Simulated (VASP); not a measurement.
Here is a VASP 6.6.1 calculation.

The input INCAR:

```
SYSTEM = AlN
PREC = Accurate
ENCUT = 520
EDIFF = 1E-6
ISMEAR = 0
SIGMA = 0.02
LREAL = .False.
LASPH = .True.
NELM = 60
ALGO = Normal
ISIF = 2
LWAVE = .False.
LCHARG = .False.
NBANDS = 11
```

The input KPOINTS:

```
regular mesh
0
Gamma
  8 8 8
  0 0 0
```

The input POSCAR:

```
AlN
1.0
    0.0000000000      1.9558733333      1.9690000000
    1.9558733333      0.0000000000      1.9690000000
    1.9558733333      1.9558733333      0.0000000000
Al N
1 1
Direct
    0.0000000000      0.0000000000      0.0000000000
    0.5000000000      0.5000000000      0.5000000000
```

Potentials or basis: VASP PAW LDA potentials, release 64 (Al, N).

Run with:

```bash
$ cat potpaw_LDA.64/Al/POTCAR potpaw_LDA.64/N/POTCAR > POTCAR
$ mpirun -np 1 vasp_std > vasp.out
```

**Question.** What does it give for the band gap on the k mesh?

**Answer.** 4.96 eV, indirect (least direct gap 7.14 eV).

**Question.** Predict the pressure.

**Answer.** 22.6 GPa.

Stress tensor (GPa, compression positive):
```
23.64  0.00  0.00
 0.00 23.64  0.00
 0.00  0.00 20.58
```

A k mesh can miss the band edges. Expect the measured gap to be larger: semilocal functionals such as LDA lack the derivative discontinuity.
